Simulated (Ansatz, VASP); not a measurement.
## One calculation of Zr, two programs

INCAR

```
  ALGO = Normal
  EDIFF = 1E-7
  ENCUT = 520
  ISIF = 2
  ISMEAR = -1
  LASPH = True
  LCHARG = False
  LREAL = False
  LWAVE = False
  NBANDS = 32
  NELM = 100
  PREC = Accurate
  SIGMA = 0.1
```

Contents of KPOINTS:

```
k-points
0
Gamma
  13 13 4
```

The input POSCAR:

```
Zr
1.0
    3.1676670788      0.0000000000      0.0000000000
   -1.5838335394      2.7432801610      0.0000000000
    0.0000000000      0.0000000000     10.4121998041
Zr
4
Direct
    0.0000000000      1.0000000000      0.0000000000
    0.0000000000      1.0000000000      0.5000000000
    0.3333333333      0.6666666667      0.2500000000
    0.6666666667      0.3333333333      0.7500000000
```

Input for Ansatz:

```yaml
crystal:
  lattice:
    - [3.1676670788, 0.0, 0.0]
    - [-1.5838335394, 2.743280161, 0.0]
    - [0.0, 0.0, 10.4121998041]
  atoms:
    - { symbol: Zr, position: [0.0, 1.0, 0.0] }
    - { symbol: Zr, position: [0.0, 1.0, 0.5] }
    - { symbol: Zr, position: [0.3333333333, 0.6666666667, 0.25] }
    - { symbol: Zr, position: [0.6666666667, 0.3333333333, 0.75] }
hamiltonian:
  xc: lda
  pseudopotentials:
    kind: paw
    azcp:
      Zr: "pseudopotentials/Zr.paw.azcp"
basis:
  ecutwfc: 420
  fft_grid_basis: typed
kpoints:
  mp_grid: { grid: [13, 13, 4], shift: [0, 0, 0] }
magnetization:
  spin_polarized: false
scf:
  occupations: { method: fermi_dirac, width: 0.1 }
  lower_state_search: "off"
output:
  stress: true
```

Alike in both runs: task single point; functional LDA; k mesh 13 × 13 × 4; occupations fermi-dirac, width 0.1 eV; no spin polarisation.

```csv
,VASP,Ansatz
version,VASP 6.6.1,Ansatz 0.2.0
potentials or method,"VASP PAW LDA potentials, release 64 (Zr_sv), cutoff 520 eV","plane waves (420 eV) with PAW, scalar-relativistic"
valence electrons in the cell,48,48
```

VASP gave:

```
pressure (GPa)                                                : -3.6
traceless stress, the component that is largest in VASP (GPa) : -0.31
```

Task: Which values does Ansatz return?

Result: Pressure (GPa): -3.6; traceless stress, the component that is largest in VASP (GPa): -0.34.

Ansatz warns that its potentials were made for another functional, while VASP's fit it. LDA's correlation is that of Perdew and Zunger in VASP and of Perdew and Wang (1992) in Ansatz.
